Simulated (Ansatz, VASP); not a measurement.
**Mn3Cu: VASP beside Ansatz**

The input INCAR:

```
SYSTEM = Mn3Cu
ALGO = Normal
EDIFF = 1E-6
ENCUT = 520
GGA = PE
ISIF = 2
ISMEAR = 0
ISPIN = 2
LASPH = .True.
LCHARG = .False.
LMAXMIX = 4
LORBIT = 11
LREAL = .False.
LWAVE = .False.
MAGMOM = 4 -4 4 0
NBANDS = 37
NELM = 150
PREC = Accurate
SIGMA = 0.1
```

KPOINTS

```
k-points
0
Gamma
  6 6 2
  0 0 0
```

Contents of POSCAR:

```
Mn3Cu
1.0
    2.6576744900      0.0000000000      0.0000000000
   -1.3288372400      2.3016136200      0.0000000000
    0.0000000000      0.0000000000      8.4225316800
Mn Cu
3 1
Direct
    0.3333333300      0.6666666700      0.5000000000
    0.6666666700      0.3333333300      0.2500000000
    0.6666666700      0.3333333300      0.7500000000
    0.3333333300      0.6666666700      0.0000000000
```

Input for Ansatz:

```yaml
crystal:
  lattice:
    - [2.65767449, 0.0, 0.0]
    - [-1.32883724, 2.30161362, 0.0]
    - [0.0, 0.0, 8.42253168]
  atoms:
    - { symbol: Mn, position: [0.33333333, 0.66666667, 0.5], spin: 4.0 }
    - { symbol: Mn, position: [0.66666667, 0.33333333, 0.25], spin: -4.0 }
    - { symbol: Mn, position: [0.66666667, 0.33333333, 0.75], spin: 4.0 }
    - { symbol: Cu, position: [0.33333333, 0.66666667, 0.0] }
basis:
  ecutwfc: 420
kpoints:
  mp_grid: { grid: [6, 6, 2] }
hamiltonian:
  xc: pbe
scf:
  occupations: { method: gaussian, width: 0.1 }
  lower_state_search: "off"
output:
  forces: true
  stress: true
  eigenvalues: true
  populations: true
magnetization:
  spin_polarized: true
```

Alike in both runs: task single point; functional PBE; k mesh 6 × 6 × 2; occupations gaussian, width 0.1 eV; collinear spin.

|  | VASP | Ansatz |
| --- | --- | --- |
| version | VASP 6.6.1 | Ansatz 0.2.0 |
| potentials or method | VASP PAW PBE potentials, release 64 (Mn_pv, Cu), cutoff 520 eV | scalar-relativistic, plane waves, PAW |
| valence electrons in the cell | 50 | 64 |

VASP gave:

* gap on the k mesh at the Fermi level (eV): none
* pressure (GPa): -2.7
* traceless stress, the component that is largest in VASP (GPa): 0.97
* rms of the force components (eV/Å): 0.306
* net moment per atom (μB): 0.87
* size of the moment on the site where the two differ most (μB): 3.11

Q: What did Ansatz give for the same quantities?

A: gap on the k mesh at the Fermi level (eV): none; pressure (GPa): -3.3; traceless stress, the component that is largest in VASP (GPa): 1.01; rms of the force components (eV/Å): 0.310; net moment per atom (μB): 0.87; size of the moment on the site where the two differ most (μB): 3.06.

Site moments also hang on the region over which each program counts them. Atom by atom the forces differ by 0.005 eV/Å (rms over components). A gap of «none» marks a metal or a gap that the smearing closes. The functional is the same, so the differences come from potentials, cutoffs and numerics. VASP's potentials hold 50 valence electrons a cell and Ansatz's 64, so a difference there can come from the potentials and not from the codes.

The k mesh is coarse, so the values compare programs but aren't converged.
